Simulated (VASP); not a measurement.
Wanted: the native input for a VASP 6.6.1 run.

| Item | Value |
| --- | --- |
| Task | single point |
| Functional | PBE |
| Dispersion | D3(BJ) |
| Potentials or basis | VASP PAW PBE potentials, release 64 (Sn_d, O) |
| Cutoff | 520 eV |
| k mesh | 7 × 7 × 1 |
| Occupations | gaussian, width 0.05 eV |
| Spin | no spin polarisation |
| Dipole correction | yes |
| Further INCAR settings | ALGO = Normal; EDIFF = 1e-06; NBANDS = 50 |

The structure of SnO lies in POSCAR:

```
SnO
1.0
    3.8201636883      0.0000000000      0.0000000000
    0.0000000000      3.8201636883      0.0000000000
    0.0000000000      0.0000000000     22.2260802162
Sn O
4 4
Direct
    0.7500000000      0.2500000000      0.2024648501
    0.2500000000      0.7500000000      0.3087831971
    0.5000000000      1.0000000000      0.4797535150
    1.0000000000      0.5000000000      0.5860718620
    0.2500000000      0.2500000000      0.2556240236
    0.7500000000      0.7500000000      0.2556240236
    1.0000000000      1.0000000000      0.5329126885
    0.5000000000      0.5000000000      0.5329126885
```

These files were run (other wordings do the same):

INCAR

```
PREC     = Accurate       # precision mode
ENCUT    = 520            # plane-wave cutoff, eV
EDIFF    = 1E-6           # SCF threshold, eV
ISMEAR   = 0              # smearing method
SIGMA    = 0.05           # smearing width, eV
LREAL    = F              # projectors in reciprocal space
LASPH    = T              # aspherical terms in the spheres
NELM     = 100            # most SCF steps
ALGO     = Normal         # electronic algorithm
ISIF     = 2              # what is computed and relaxed
LWAVE    = F              # write WAVECAR
LCHARG   = T              # write CHGCAR
LDIPOL   = T            
IDIPOL   = 3            
DIPOL    = 0.5 0.5 0.394
GGA      = PE             # functional
IVDW     = 12             # dispersion correction
LELF     = T              # ELF
LVHAR    = T            
LVACPOTAV= T            
NBANDS   = 50             # bands
```

KPOINTS

```
regular mesh
0
Gamma
  7 7 1
```

Potentials or basis: VASP PAW PBE potentials, release 64 (Sn_d, O).

Launch:

```sh
$ cat potpaw_PBE.64/Sn_d/POTCAR potpaw_PBE.64/O/POTCAR > POTCAR
$ mpirun -np 1 vasp_std > vasp.out
```

It gave:

The largest force is 0.094 eV/Å, the band gap on the k mesh is 2.31 eV, indirect (least direct gap 2.48 eV) and the dispersion energy per atom is -0.159 eV.

Caveat: spin-orbit coupling is left out, which moves the levels of the heavy elements.

Run time: 8.4 min on 1 thread of Oxide Virtual Turin-like Processor, with other jobs on the host, peak memory 0.41 GiB.
